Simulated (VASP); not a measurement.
Wanted: the native input for a VASP 6.6.1 run.

- Task: single point
- Functional: PBEsol
- Potentials or basis: VASP PAW PBE potentials, release 64 (Co, O)
- Cutoff: 520 eV
- k mesh: 9 × 9 × 9
- Occupations: gaussian, width 0.1 eV
- Spin: collinear spin, ferromagnetic start
- Starting moments: [2.75, 0.38] μB
- Dipole correction: no
- Further INCAR settings: ALGO = Normal; EDIFF = 1e-06; NBANDS = 18

The structure of CoO lies in POSCAR:

```
CoO
1.0
    1.5054695445      0.8691832468      2.4399269062
   -1.5054695445      0.8691832468      2.4399269062
    0.0000000000     -1.7383664936      2.4399269062
Co O
1 1
Direct
    0.0000000000      0.0000000000      0.0000000000
    0.5000000000      0.5000000000      0.5000000000
```

These files were run (other wordings do the same):

INCAR

```
SYSTEM = CoO
ALGO = Normal ; EDIFF = 1E-6
ENCUT = 520 ; GGA = PS
ISIF = 2 ; ISMEAR = 0
ISPIN = 2 ; LASPH = .TRUE.
LCHARG = .FALSE. ; LMAXMIX = 4
LORBIT = 11 ; LREAL = .FALSE.
LWAVE = .FALSE. ; MAGMOM = 2.75 0.38
NBANDS = 18 ; NELM = 150
PREC = Accurate ; SIGMA = 0.1
```

KPOINTS

```
k-points
0
G
  9 9 9
  0 0 0
```

Potentials or basis: VASP PAW PBE potentials, release 64 (Co, O).

The run is started by

```bash
$ cat potpaw_PBE.64/Co/POTCAR potpaw_PBE.64/O/POTCAR > POTCAR
$ mpirun -np 1 vasp_std > vasp.out
```

Results of the run:

| Quantity | Value |
| --- | --- |
| Pressure | -9.9 GPa |
| Net moment | 2.90 μB per cell |
| Site moments | Co +2.54; O +0.31 μB |
| Valence electrons inside the program's atomic spheres | Co 7.82; O 4.95 |

Caveat: the PAW data sets were made with another functional, which shifts forces and pressure a little; a cell with one magnetic atom can't hold antiferromagnetic order, which such compounds often take.

It took 40 s on 1 thread of Intel(R) Xeon(R) Platinum 8488C (Sapphire Rapids), with other jobs on the host, peak memory 0.18 GiB.
